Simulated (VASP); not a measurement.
Set up this calculation in VASP 6.6.1, as the native input.

| Quantity | Value |
| --- | --- |
| Task | single point |
| Functional | PBE |
| Potentials or basis | VASP PAW PBE potentials, release 64 (Ag) |
| Cutoff | 520 eV |
| k mesh | 12 × 12 × 9 |
| Occupations | fermi-dirac, width 0.1 eV |
| Spin | no spin polarisation |
| Dipole correction | no |
| Further INCAR settings | ALGO = Normal; EDIFF = 1e-06; NBANDS = 18 |

The structure of Ag lies in POSCAR:

```
Ag
1.0
    2.0739900229      2.0739900229      0.0000000000
   -2.0739900229      2.0739900229      0.0000000000
    0.0000000000      0.0000000000      4.1479800458
Ag
2
Direct
    0.0000000000      0.0000000000      0.0000000000
    0.5000000000      0.5000000000      0.5000000000
```

The input as run:

INCAR

```
ALGO = Normal ; EDIFF = 1E-6
ENCUT = 520 ; GGA = PE
ISIF = 2 ; ISMEAR = -1
LASPH = True ; LCHARG = True
LELF = True ; LREAL = False
LVHAR = True ; LWAVE = False
NBANDS = 18 ; NELM = 60
PREC = Accurate ; SIGMA = 0.1
```

KPOINTS

```
k-points
0
Gamma
  12 12 9
```

Potentials or basis: VASP PAW PBE potentials, release 64 (Ag).

Command:

```console
$ cat potpaw_PBE.64/Ag/POTCAR > POTCAR
$ mpirun -np 1 vasp_std > vasp.out
```

It gave:

| Item | Value |
| --- | --- |
| Pressure | 0.0 GPa |
| Band gap on the k mesh | zero (bands 11 and 12 overlap by 8.40 eV) |

Wall time 77 s on 1 thread of Intel Xeon 8259CL, with other jobs on the host, peak memory 0.2 GiB.
